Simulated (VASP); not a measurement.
# BN (P6_3mc) in VASP: further runs, part 2 of 2

VASP 6.6.1. Earlier steps stand in the parts before.

### 4 Single point, PBE

This run uses another cell than the first one, of 5.97 Å³/atom, 1.012 times its volume.

Input file INCAR:

```
SYSTEM = BN
ALGO = Normal
EDIFF = 1E-7
ENCUT = 520
GGA = PE
ISIF = 2
ISMEAR = -1
LASPH = .TRUE.
LCHARG = .FALSE.
LREAL = .FALSE.
LWAVE = .FALSE.
NBANDS = 16
NELM = 100
PREC = Accurate
SIGMA = 0.02
```

Input file KPOINTS:

```
k-points
0
G
  12 12 6
  0 0 0
```

Input file POSCAR:

```
BN
1.0
    2.5544338114      0.0000000000      0.0000000000
   -1.2772169057      2.2122045730      0.0000000000
    0.0000000000      0.0000000000      4.2244270483
B N
2 2
Direct
    0.3333333333      0.6666666667      0.0001896167
    0.6666666667      0.3333333333      0.5001896167
    0.3333333333      0.6666666667      0.3748103833
    0.6666666667      0.3333333333      0.8748103833
```

Run with:

```console
$ cat potpaw_PBE.64/B/POTCAR potpaw_PBE.64/N/POTCAR > POTCAR
$ mpirun -np 1 vasp_std > vasp.out
```

Run time: 36 s. Hardware: 1 thread of AMD EPYC 7R13, shared host; peak memory 0.11 GiB.

It converged, with:

```yaml
Free_energy: -34.8327 eV
Pressure: 0.3 GPa
Band_gap_on_the_k_mesh: 5.21 eV, indirect (least direct gap 8.24 eV)
```

Forces in eV/Å, atoms in the order of the input:
```
B    0.000  0.000  0.002
B    0.000  0.000  0.002
N    0.000  0.000 -0.002
N    0.000  0.000 -0.002
```

Levels at points of the mesh, in eV from the valence-band top:
```csv
k point,band 6,band 7,band 8,band 9,band 10,band 11
"(0.00, 0.00, 0.00)",-0.26,0.00,0.00,8.33,8.33,8.55
"(0.50, 0.00, 0.00)",-4.93,-4.36,-2.09,6.68,7.94,10.56
"(0.00, 0.00, 0.50)",-1.16,-1.16,-1.16,9.40,9.40,9.88
"(0.50, 0.00, 0.50)",-3.73,-3.53,-3.53,6.56,6.56,9.97
```

A k mesh can miss the band edges. A hybrid or GW would open this gap; PBE tends to underestimate it.

### 5 Single point, r2SCAN

Input file POSCAR:

```
BN
1.0
    2.5439500113      0.0000000000      0.0000000000
   -1.2719750056      2.2031253357      0.0000000000
    0.0000000000      0.0000000000      4.2078152881
B N
2 2
Direct
    0.3333333333      0.6666666667      0.0002034636
    0.6666666667      0.3333333333      0.5002034636
    0.3333333333      0.6666666667      0.3747965364
    0.6666666667      0.3333333333      0.8747965364
```

Input file INCAR.step1:

```
ALGO     = Normal         # electronic algorithm
EDIFF    = 1E-4           # SCF threshold, eV
ENCUT    = 520            # plane-wave cutoff, eV
GGA      = PE             # functional
ISMEAR   = -1             # smearing method
LASPH    = T              # aspherical terms in the spheres
LCHARG   = F              # write CHGCAR
LREAL    = F              # projectors in reciprocal space
LWAVE    = T              # write WAVECAR
NBANDS   = 16             # bands
NELM     = 60             # most SCF steps
PREC     = Accurate       # precision mode
SIGMA    = 0.02           # smearing width, eV
```

Input file INCAR.step2:

```
ALGO     = Normal         # electronic algorithm
EDIFF    = 1E-6           # SCF threshold, eV
ENCUT    = 520            # plane-wave cutoff, eV
ISIF     = 2              # what is computed and relaxed
ISMEAR   = -1             # smearing method
ISTART   = 1            
LASPH    = T              # aspherical terms in the spheres
LCHARG   = F              # write CHGCAR
LMIXTAU  = T            
LREAL    = F              # projectors in reciprocal space
LWAVE    = F              # write WAVECAR
METAGGA  = R2SCAN         # meta-GGA
NBANDS   = 16             # bands
NELM     = 60             # most SCF steps
PREC     = Accurate       # precision mode
SIGMA    = 0.02           # smearing width, eV
```

Input file KPOINTS:

```
k-points
0
Gamma
  12 12 6
```

Potentials or basis: VASP PAW PBE potentials, release 64 (B, N).

Run with:

```console
$ cat potpaw_PBE.64/B/POTCAR potpaw_PBE.64/N/POTCAR > POTCAR
$ cp INCAR.step1 INCAR
$ mpirun -np 1 vasp_std > vasp.out
$ cp INCAR.step2 INCAR
$ mpirun -np 1 vasp_std > vasp.out
```

OUTCAR:

```text
EDIFF = 1E-6
   ENCUT = 520
   ISIF = 2
   ISMEAR = -1
   ISTART = 1
   LASPH = T
   LREAL = F
   METAGGA = R2SCAN
   NELM = 60
   PREC = Accurate

 ion  position               nearest neighbor table
   1  0.333  0.667  0.000-   4 1.56   4 1.56   4 1.56   3 1.58
   2  0.667  0.333  0.500-   3 1.56   3 1.56   3 1.56   4 1.58
   3  0.333  0.667  0.375-   2 1.56   2 1.56   2 1.56   1 1.58
   4  0.667  0.333  0.875-   1 1.56   1 1.56   1 1.56   2 1.58

  LATTYP: Found a hexagonal cell.
 ALAT       =     2.5439500113
 C/A-ratio  =     1.6540479449

  Lattice vectors:

 A1 = (   2.5439500113,   0.0000000000,   0.0000000000)
 A2 = (  -1.2719750056,   2.2031253357,   0.0000000000)
 A3 = (   0.0000000000,   0.0000000000,   4.2078152881)

Analysis of symmetry for initial positions (statically):
=====================================================================
 Subroutine PRICEL returns:
 Original cell was already a primitive cell.

 Routine SETGRP: Setting up the symmetry group for a
 hexagonal supercell.

[... 172 lines left out ...]
 E-fermi :   7.9163     XC(G=0): -13.6454

 val. band max:        7.4268102793   @ k =   0.0000   0.0000   0.0000
 cond. band min:      13.1451074799   @ k =   0.3333   0.3333   0.0000
 fundamental gap:      5.7182972006
 Fermi energy:         7.9162918909

 k-point     1 :       0.0000    0.0000    0.0000
  band No.  band energies     occupation
      1     -14.0657      2.00000
      2      -9.8251      2.00000
      3      -3.9046      2.00000
      4       5.2170      2.00000
      5       5.2170      2.00000
      6       7.1562      2.00000
[... 433 lines left out ...]
      3      -1.7566      2.00000
      4      -0.2394      2.00000
      5       1.1622      2.00000
      6       2.9536      2.00000
[... 8 lines left out ...]
     15      24.6527      0.00000
     16      24.9275      0.00000

 [... further k-points ...]

------------------------ aborting loop because EDIFF is reached ----------------------------------------

  FORCE on cell =-STRESS in cart. coord.  units (eV):
  Direction    XX          YY          ZZ          XY          YZ          ZX
  --------------------------------------------------------------------------------------
  -------------------------------------------------------------------------------------
  Total        0.1654169      0.1654169      0.1613169      0.0000000      0.0000000      0.0000000
  in kB       11.2379234     11.2379234     10.9593830      0.0000000      0.0000000      0.0000000
  external PRESSURE =      11.1450766 kB  Pullay stress =       0.0000000 kB

 VOLUME and BASIS-vectors are now :
 -----------------------------------------------------------------------------
  energy-cutoff  :      520.00
  volume of cell :       23.58
      direct lattice vectors                 reciprocal lattice vectors
     2.543950011  0.000000000  0.000000000     0.393089485  0.226950320  0.000000000
    -1.271975006  2.203125336  0.000000000     0.000000000  0.453900640  0.000000000
     0.000000000  0.000000000  4.207815288     0.000000000  0.000000000  0.237653017

 POSITION                                       TOTAL-FORCE (eV/Angst)
 -----------------------------------------------------------------------------------
     -0.00000      1.46875      0.00086         0.000000     -0.000000      0.002494
      1.27198      0.73438      2.10476         0.000000      0.000000      0.002494
     -0.00000      1.46875      1.57707         0.000000     -0.000000     -0.002494
      1.27198      0.73438      3.68098        -0.000000     -0.000000     -0.002494
 -----------------------------------------------------------------------------------
    total drift:                               -0.000000      0.000000     -0.002258

  FREE ENERGIE OF THE ION-ELECTRON SYSTEM (eV)
  ---------------------------------------------------
  free  energy   TOTEN  =       -38.2661844174 eV

  energy  without entropy=      -38.2661844174  energy(sigma->0) =      -38.26618442
```

OSZICAR.step1:

```text
N       E                     dE             d eps       ncg     rms          rms(c)
DAV:   1     0.387384149325E+02    0.38738E+02   -0.83904E+03  2440   0.976E+02
DAV:   2    -0.344549610039E+02   -0.73193E+02   -0.68697E+02  3560   0.232E+02
DAV:   3    -0.367723931502E+02   -0.23174E+01   -0.23116E+01  2728   0.372E+01
DAV:   4    -0.367779090661E+02   -0.55159E-02   -0.55155E-02  2960   0.208E+00
DAV:   5    -0.367779244923E+02   -0.15426E-04   -0.15426E-04  2536   0.101E-01    0.951E+00
DAV:   6    -0.349945196710E+02    0.17834E+01   -0.22333E+00  3056   0.136E+01    0.452E+00
DAV:   7    -0.348561945553E+02    0.13833E+00   -0.32374E-01  3104   0.458E+00    0.275E+00
DAV:   8    -0.348285155039E+02    0.27679E-01   -0.53402E-02  2816   0.188E+00    0.259E-01
DAV:   9    -0.348273113147E+02    0.12042E-02   -0.19056E-03  2792   0.521E-01    0.135E-01
DAV:  10    -0.348275849870E+02   -0.27367E-03   -0.48020E-04  2856   0.171E-01    0.253E-02
DAV:  11    -0.348275915968E+02   -0.66098E-05   -0.29096E-05  1360   0.552E-02
   1 F= -.34827592E+02 E0= -.34827592E+02  d E =-.429329E-11
```

Run time: 2.8 min. Hardware: 1 thread of AMD EPYC 7R13, shared host; peak memory 0.12 GiB.

Results:

* Free energy: -38.2662 eV
* Pressure: 1.1 GPa
* Band gap on the k mesh: 5.72 eV, indirect (least direct gap 8.98 eV)

Forces in eV/Å, atoms in the order of the input:
```
B    0.000  0.000  0.002
B    0.000  0.000  0.002
N    0.000  0.000 -0.002
N    0.000  0.000 -0.002
```

Caveat: the PAW data sets were made with another functional, which shifts forces and pressure a little.

### 6 Single point, r2SCAN

POSCAR is that of step 5.

Input file INCAR.step1:

```
SYSTEM = BN
  PREC = Accurate
  ENCUT = 520
  ISMEAR = 0
  SIGMA = 0.01
  LREAL = .FALSE.
  LASPH = .TRUE.
  NELM = 80
  NBANDS = 16
  GGA = PE
  ALGO = Normal
  EDIFF = 1E-4
  LWAVE = .TRUE.
  LCHARG = .FALSE.
```

Input file INCAR.step2:

```
SYSTEM = BN
  PREC = Accurate
  ENCUT = 520
  EDIFF = 1E-7
  ISMEAR = 0
  SIGMA = 0.01
  LREAL = .FALSE.
  LASPH = .TRUE.
  NELM = 80
  ALGO = Normal
  ISIF = 2
  LWAVE = .FALSE.
  LCHARG = .FALSE.
  METAGGA = R2SCAN
  LMIXTAU = .TRUE.
  NBANDS = 16
  ISTART = 1
```

Input file KPOINTS:

```
Automatic mesh
0
G
  12 12 6
  0 0 0
```

Potentials or basis: VASP PAW PBE potentials, release 64 (B, N).

Run with:

```console
$ cat potpaw_PBE.64/B/POTCAR potpaw_PBE.64/N/POTCAR > POTCAR
$ cp INCAR.step1 INCAR
$ mpirun -np 1 vasp_std > vasp.out
$ cp INCAR.step2 INCAR
$ mpirun -np 1 vasp_std > vasp.out
```

It took 3.5 min on 1 thread of AMD EPYC 7R13, shared host; peak memory 0.12 GiB.

It converged, with:

- Free energy: -38.2662 eV
- Pressure: 1.1 GPa
- Band gap on the k mesh: 5.72 eV, indirect (least direct gap 8.98 eV)

Forces on the atoms (eV/Å):
```
B    0.000  0.000  0.002
B    0.000  0.000  0.002
N    0.000  0.000 -0.002
N    0.000  0.000 -0.002
```

Levels at points of the mesh, in eV from the valence-band top:
```tsv
k point	band 6	band 7	band 8	band 9	band 10	band 11
(0.00, 0.00, 0.00)	-0.27	0.00	0.00	9.08	9.08	9.31
(0.50, 0.00, 0.00)	-5.19	-4.53	-2.20	7.30	8.60	11.38
(0.00, 0.00, 0.50)	-1.22	-1.22	-1.22	10.25	10.25	10.69
(0.50, 0.00, 0.50)	-3.92	-3.73	-3.73	7.20	7.20	10.72
```

Caveat: the PAW data sets were made with another functional, which shifts forces and pressure a little. A k mesh can miss the band edges.

### 7 Overview

```tsv
level	potentials or basis	cell	smearing	gap on the mesh (eV)	pressure (GPa)
LDA	VASP PAW LDA potentials, release 64 (B, N)	a = 2.544, b = 2.544, c = 4.208 Å, angles 90.0, 90.0, 120.0°, 4 atoms	gaussian 0.01 eV	4.96	-8.4
PBEsol	VASP PAW PBE potentials, release 64 (B, N)	a = 2.541, b = 2.541, c = 4.203 Å, angles 90.0, 90.0, 120.0°, 4 atoms	fermi-dirac 0.02 eV	4.95	0.6
PBE	VASP PAW PBE potentials, release 64 (B, N)	a = 2.554, b = 2.554, c = 4.224 Å, angles 90.0, 90.0, 120.0°, 4 atoms	fermi-dirac 0.02 eV	5.21	0.3
r2SCAN	VASP PAW PBE potentials, release 64 (B, N)	a = 2.544, b = 2.544, c = 4.208 Å, angles 90.0, 90.0, 120.0°, 4 atoms	fermi-dirac 0.02 eV	5.72	1.1
r2SCAN	VASP PAW PBE potentials, release 64 (B, N)	a = 2.544, b = 2.544, c = 4.208 Å, angles 90.0, 90.0, 120.0°, 4 atoms	gaussian 0.01 eV	5.72	1.1
```

Alike in all rows: task single point; no spin polarisation; k mesh 12 × 12 × 6; cutoff (eV) 520.

Caveats: the PAW data sets were made with another functional, which shifts forces and pressure a little (some runs).

Absolute energies hang on the potentials; compare differences alone.
